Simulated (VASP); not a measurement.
# CdSe (F-43m) in VASP: notebook, part 2 of 2

VASP 6.6.1. The steps go on from the part before.

## 5. Single point, PBE

This run uses another cell than the first one, of 29.75 Å³/atom.

File INCAR:

```
PREC     = Accurate       # precision mode
ENCUT    = 500            # plane-wave cutoff, eV
EDIFF    = 1E-6           # SCF threshold, eV
ISMEAR   = 0              # smearing method
SIGMA    = 0.01           # smearing width, eV
LREAL    = F              # projectors in reciprocal space
LASPH    = T              # aspherical terms in the spheres
NELM     = 120            # most SCF steps
ALGO     = Normal         # electronic algorithm
ISIF     = 2              # what is computed and relaxed
LWAVE    = F              # write WAVECAR
LCHARG   = F              # write CHGCAR
GGA      = PE             # functional
NBANDS   = 16             # bands
GGA_COMPAT= F
```

File KPOINTS:

```
regular mesh
0
Gamma
  6 6 6
```

File POSCAR:

```
CdSe
1.0
    0.0000000000      3.0984599226      3.0984599226
    3.0984599226      0.0000000000      3.0984599226
    3.0984599226      3.0984599226      0.0000000000
Cd Se
1 1
Direct
    0.0000000000      0.0000000000      0.0000000000
    0.2500000000      0.2500000000      0.2500000000
```

Potentials or basis: VASP PAW PBE potentials, release 64 (Cd, Se).

Command:

```sh
$ cat potpaw_PBE.64/Cd/POTCAR potpaw_PBE.64/Se/POTCAR > POTCAR
$ mpirun -np 1 vasp_std > vasp.out
```

OUTCAR:

```text
PREC = Accurate
   ENCUT = 500
   EDIFF = 1E-6
   ISMEAR = 0
   LREAL = F
   LASPH = T
   NELM = 120
   ISIF = 2
   GGA = PE

 ion  position               nearest neighbor table
   1  0.000  0.000  0.000-   2 2.68   2 2.68   2 2.68   2 2.68
   2  0.250  0.250  0.250-   1 2.68   1 2.68   1 2.68   1 2.68

  LATTYP: Found a face centered cubic cell.
 ALAT       =     6.1969198452

  Lattice vectors:

 A1 = (   0.0000000000,   3.0984599226,   3.0984599226)
 A2 = (   3.0984599226,   0.0000000000,   3.0984599226)
 A3 = (   3.0984599226,   3.0984599226,   0.0000000000)

Analysis of symmetry for initial positions (statically):
=====================================================================
 Subroutine PRICEL returns:
 Original cell was already a primitive cell.

 Routine SETGRP: Setting up the symmetry group for a
 face centered cubic supercell.

 Subroutine GETGRP returns: Found 24 space group operations
 (whereof 24 operations were pure point group operations)
 out of a pool of 48 trial point group operations.

The static configuration has the point symmetry T_d .

Analysis of symmetry for dynamics (positions and initial velocities):
=====================================================================
 Subroutine PRICEL returns:
 Original cell was already a primitive cell.

 Routine SETGRP: Setting up the symmetry group for a
 face centered cubic supercell.

 Subroutine GETGRP returns: Found 24 space group operations
 (whereof 24 operations were pure point group operations)
 out of a pool of 48 trial point group operations.

The dynamic configuration has the point symmetry T_d .

 Subroutine INISYM returns: Found 24 space group operations
 (whereof 24 operations are pure point group operations),
 and found     1 'primitive' translations

----------------------------------------------------------------------------------------

                                     Primitive cell
[... 99 lines left out ...]
   IALGO  =     38    algorithm
   IMIX   =      4    mixing-type and parameters
     AMIX     =   0.40;   BMIX     =  1.00
     AMIX_MAG =   1.60;   BMIX_MAG =  1.00
  volume/ion in A,a.u.               =      29.75       200.74
  Fermi-wavevector in a.u.,A,eV,Ry     =   1.099031  2.076867 16.434045  1.207868
  Thomas-Fermi vector in A             =   2.235418
   LORBIT       =      0    0 simple, 1 ext, 2 COOP (PROOUT), +10 PAW based schemes
   GGA     = PE    functional components
   LHFCALC =     F    Hartree Fock is set to
   AEXX    =    0.0000 exact exchange contribution
   IVDW    =     0    specifies the selected vdW correction
   LEPSILON=     F    determine dielectric tensor
   LRPA    =     F    only Hartree local field effects (RPA)
 non-spin polarized calculation
 Gauss-broadening in eV      SIGMA  =   0.01
  energy-cutoff  :      500.00
  volume of cell :       59.49
 maximum number of plane-waves:      1527
   NGX = 15   NGY = 15   NGZ = 15

 number of electron      18.0000007 magnetization

 Free energy of the ion-electron system (eV)
  ---------------------------------------------------
  ext. energy  EPLUGINS =         0.00000000
  ---------------------------------------------------
  free energy    TOTEN  =        -5.49548945 eV

  energy without entropy =       -5.49548945  energy(sigma->0) =       -5.49548945

 E-fermi :   0.5574     XC(G=0):  -8.6321

 val. band max:        0.5161803943   @ k =   0.0000   0.0000   0.0000
 cond. band min:       1.0066149835   @ k =   0.0000   0.0000   0.0000
 fundamental gap:      0.4904345892
 Fermi energy:         0.5574404718

 k-point     1 :       0.0000    0.0000    0.0000
  band No.  band energies     occupation
      1     -11.7783      2.00000
      2      -7.2493      2.00000
      3      -7.2493      2.00000
      4      -7.2493      2.00000
      5      -6.9323      2.00000
      6      -6.9323      2.00000
[... 281 lines left out ...]
      3      -7.0747      2.00000
      4      -6.9846      2.00000
      5      -6.9082      2.00000
      6      -6.5413      2.00000
[... 8 lines left out ...]
     15      13.1299      0.00000
     16      13.2381      0.00000

------------------------ aborting loop because EDIFF is reached ----------------------------------------

  FORCE on cell =-STRESS in cart. coord.  units (eV):
  Direction    XX          YY          ZZ          XY          YZ          ZX
  --------------------------------------------------------------------------------------
  -------------------------------------------------------------------------------------
  Total        0.0860387      0.0860387      0.0860387      0.0000000      0.0000000      0.0000000
  in kB        2.3170580      2.3170580      2.3170580      0.0000000      0.0000000      0.0000000
  external PRESSURE =       2.3170580 kB  Pullay stress =       0.0000000 kB

 VOLUME and BASIS-vectors are now :
 -----------------------------------------------------------------------------
  energy-cutoff  :      500.00
  volume of cell :       59.49
      direct lattice vectors                 reciprocal lattice vectors
     0.000000000  3.098459923  3.098459923    -0.161370491  0.161370491  0.161370491
     3.098459923  0.000000000  3.098459923     0.161370491 -0.161370491  0.161370491
     3.098459923  3.098459923  0.000000000     0.161370491  0.161370491 -0.161370491

 POSITION                                       TOTAL-FORCE (eV/Angst)
 -----------------------------------------------------------------------------------
      0.00000      0.00000      0.00000        -0.000000     -0.000000     -0.000000
      1.54923      1.54923      1.54923         0.000000      0.000000      0.000000
 -----------------------------------------------------------------------------------
    total drift:                                0.000000      0.000000      0.000000

  FREE ENERGIE OF THE ION-ELECTRON SYSTEM (eV)
  ---------------------------------------------------
  free  energy   TOTEN  =        -5.4954894472 eV

  energy  without entropy=       -5.4954894472  energy(sigma->0) =       -5.49548945
```

Wall time 6.2 s (1 thread of Intel Xeon 6975P-C (Granite Rapids), shared host); peak memory 0.17 GiB.

Results:

```yaml
Free_energy: -5.4955 eV
Pressure: 0.2 GPa
Band_gap_on_the_k_mesh: 0.49 eV
```

## 6. Single point, PBE

This run uses another cell than the first one, of 28.56 Å³/atom.

File INCAR:

```
SYSTEM = CdSe
ALGO = Normal
EDIFF = 1E-6
ENCUT = 500
GGA = PE
GGA_COMPAT = .False.
ISIF = 2
ISMEAR = 0
LASPH = .True.
LCHARG = .True.
LELF = .True.
LREAL = .False.
LVHAR = .True.
LWAVE = .False.
NBANDS = 16
NELM = 120
PREC = Accurate
SIGMA = 0.01
```

File KPOINTS:

```
k-points
0
Gamma
  6 6 6
  0 0 0
```

File POSCAR:

```
CdSe
1.0
    0.0000000000      3.0566891686      3.0566891686
    3.0566891686      0.0000000000      3.0566891686
    3.0566891686      3.0566891686      0.0000000000
Cd Se
1 1
Direct
    0.0000000000      0.0000000000      0.0000000000
    0.2500000000      0.2500000000      0.2500000000
```

Potentials or basis: VASP PAW PBE potentials, release 64 (Cd, Se).

Command:

```sh
$ cat potpaw_PBE.64/Cd/POTCAR potpaw_PBE.64/Se/POTCAR > POTCAR
$ mpirun -np 1 vasp_std > vasp.out
```

OUTCAR:

```text
SYSTEM = CdSe
   EDIFF = 1E-6
   ENCUT = 500
   GGA = PE
   ISIF = 2
   ISMEAR = 0
   LASPH = .True.
   LREAL = .False.
   NELM = 120
   PREC = Accurate

 ion  position               nearest neighbor table
   1  0.000  0.000  0.000-   2 2.65   2 2.65   2 2.65   2 2.65
   2  0.250  0.250  0.250-   1 2.65   1 2.65   1 2.65   1 2.65

  LATTYP: Found a face centered cubic cell.
 ALAT       =     6.1133783372

  Lattice vectors:

 A1 = (   0.0000000000,   3.0566891686,   3.0566891686)
[... 478 lines left out ...]

------------------------ aborting loop because EDIFF is reached ----------------------------------------

  FORCE on cell =-STRESS in cart. coord.  units (eV):
  Direction    XX          YY          ZZ          XY          YZ          ZX
  --------------------------------------------------------------------------------------
  -------------------------------------------------------------------------------------
  Total        0.8179263      0.8179263      0.8179263      0.0000000     -0.0000000     -0.0000000
  in kB       22.9425109     22.9425109     22.9425109      0.0000000     -0.0000000     -0.0000000
  external PRESSURE =      22.9425109 kB  Pullay stress =       0.0000000 kB

 VOLUME and BASIS-vectors are now :
 -----------------------------------------------------------------------------
  energy-cutoff  :      500.00
  volume of cell :       57.12
      direct lattice vectors                 reciprocal lattice vectors
     0.000000000  3.056689169  3.056689169    -0.163575677  0.163575677  0.163575677
     3.056689169  0.000000000  3.056689169     0.163575677 -0.163575677  0.163575677
     3.056689169  3.056689169  0.000000000     0.163575677  0.163575677 -0.163575677

 POSITION                                       TOTAL-FORCE (eV/Angst)
 -----------------------------------------------------------------------------------
      0.00000      0.00000      0.00000        -0.000000     -0.000000     -0.000000
      1.52834      1.52834      1.52834         0.000000      0.000000      0.000000
 -----------------------------------------------------------------------------------
    total drift:                                0.000000      0.000000      0.000000

  FREE ENERGIE OF THE ION-ELECTRON SYSTEM (eV)
  ---------------------------------------------------
  free  energy   TOTEN  =        -5.4772890644 eV

  energy  without entropy=       -5.4772890644  energy(sigma->0) =       -5.47728906
```

OSZICAR:

```text
N       E                     dE             d eps       ncg     rms          rms(c)
DAV:   1     0.104938905823E+03    0.10494E+03   -0.86391E+03   520   0.978E+02
DAV:   2    -0.191337613754E+01   -0.10685E+03   -0.10166E+03   624   0.245E+02
DAV:   3    -0.584010991141E+01   -0.39267E+01   -0.39197E+01   632   0.494E+01
DAV:   4    -0.585620820843E+01   -0.16098E-01   -0.16098E-01   648   0.312E+00
DAV:   5    -0.585631163409E+01   -0.10343E-03   -0.10343E-03   648   0.219E-01    0.603E+00
DAV:   6    -0.549803018602E+01    0.35828E+00   -0.54129E-01   744   0.875E+00    0.480E+00
DAV:   7    -0.547601010797E+01    0.22020E-01   -0.14318E-01   576   0.252E+00    0.207E+00
DAV:   8    -0.547697678841E+01   -0.96668E-03   -0.13498E-02   576   0.140E+00    0.250E-01
DAV:   9    -0.547716989023E+01   -0.19310E-03   -0.14117E-03   584   0.481E-01    0.461E-02
DAV:  10    -0.547723931933E+01   -0.69429E-04   -0.15508E-04   640   0.154E-01    0.431E-02
DAV:  11    -0.547728924287E+01   -0.49924E-04   -0.81698E-05   568   0.567E-02    0.158E-02
DAV:  12    -0.547728906440E+01    0.17847E-06   -0.19649E-06   560   0.172E-02
   1 F= -.54772891E+01 E0= -.54772891E+01  d E =-.138117E-62
```

stdout:

```text
POSCAR found type information on POSCAR CdSe
 POSCAR found :  2 types and       2 ions
 scaLAPACK will be used
 LDA part: xc-table for (Slater+PW92), standard interpolation
 POSCAR, INCAR and KPOINTS ok, starting setup
 FFT: planning ... GRIDC
 FFT: planning ... GRID_SOFT
 FFT: planning ... GRID
 WAVECAR not read
 entering main loop
```

Run time: 6.6 s. Hardware: 1 thread of Intel Xeon 6975P-C (Granite Rapids), shared host; peak memory 0.17 GiB.

What came out:

- Free energy: -5.4773 eV
- Pressure: 2.3 GPa
- Band gap on the k mesh: 0.58 eV

## 7. Overview

| cell | gap on the mesh (eV) | pressure (GPa) |
| --- | --- | --- |
| a = 4.232 Å, angles 60.0°, 2 atoms | 0.71 | 6.4 |
| a = 4.194 Å, angles 60.0°, 2 atoms | 0.76 | 8.5 |
| a = 4.274 Å, angles 60.0°, 2 atoms | 0.65 | 4.4 |
| a = 4.382 Å, angles 60.0°, 2 atoms | 0.49 | 0.2 |
| a = 4.323 Å, angles 60.0°, 2 atoms | 0.58 | 2.3 |

Alike in all rows: task single point; level PBE; potentials or basis VASP PAW PBE potentials, release 64 (Cd, Se); no spin polarisation; k mesh 6 × 6 × 6; cutoff (eV) 500; smearing gaussian 0.01 eV.

Caveats: the cell stands under pressure (at least some runs).

Absolute energies hang on the potentials; compare differences alone.
